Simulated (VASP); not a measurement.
The system is RbPt3.

```
Rb Pt
1.0
     4.39175    0.00000    0.00000
     0.00000    4.39175    0.00000
     0.00000    0.00000    4.39175
Rb Pt
1 3
Direct
  0.00000 0.00000 0.00000
  0.00000 0.50000 0.50000
  0.50000 0.00000 0.50000
  0.50000 0.50000 0.00000
```

* Program: VASP 6.6.1
* Task: relaxation of cell and atoms
* Functional: PBE
* Potentials or basis: VASP PAW PBE potentials, release 64 (Rb_sv, Pt)
* Cutoff: 600 eV
* k mesh: 4 × 4 × 4
* Occupations: gaussian, width 0.1 eV
* Spin: no spin polarisation

At the start: pressure -7.6 GPa; volume 21.18 Å³/atom.

Q: Where does the relaxation end?

A: Over 3 steps the energy falls by 52.3 meV/atom and the volume is 19.20 Å³/atom (-9.3 %); space group Pm-3m (No. 221, to 0.1 Å) before and after.

The path:
```tsv
step	energy change (eV)	largest force (eV/Å)	pressure (GPa)	volume (Å³)
1	0.0000	0.0000	-7.58	84.71
2	-0.1442	0.0000	5.87	73.01
3	-0.2094	0.0000	-0.03	76.80
```

Final structure:
```xyz
4
Lattice="4.2505 0.0000 0.0000 0.0000 4.2505 0.0000 0.0000 0.0000 4.2505" Properties=species:S:1:pos:R:3 pbc="T T T"
Rb    0.0000    0.0000    0.0000
Pt    0.0000    2.1253    2.1253
Pt    2.1253    0.0000    2.1253
Pt    2.1253    2.1253    0.0000
```
